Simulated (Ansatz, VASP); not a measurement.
# Ir in VASP and in Ansatz

```
Ir
1.0
     0.00000    1.92285    1.92285
     1.92285    0.00000    1.92285
     1.92285    1.92285    0.00000
Ir
1
Direct
  0.00000 0.00000 0.00000
```

Alike in both runs: task single point; functional r2SCAN; k mesh 15 × 15 × 15; occupations fermi-dirac, width 0.1 eV; no spin polarisation.

```csv
,VASP,Ansatz
version,VASP 6.6.1,Ansatz 0.2.0
potentials or method,"VASP PAW PBE potentials, release 64 (Ir), cutoff 520 eV","plane waves (500 eV) with PAW, scalar-relativistic"
valence electrons in the cell,9,17
```

VASP gave:

* pressure (GPa): 2.1

Q: What did Ansatz give for the same quantities?

A: Pressure (GPa): -0.4.

VASP's potentials were made for PBE, not for r2SCAN. VASP's potentials hold 9 valence electrons a cell and Ansatz's 17, so a difference there can come from the potentials and not from the codes.

Spin-orbit coupling is off throughout.
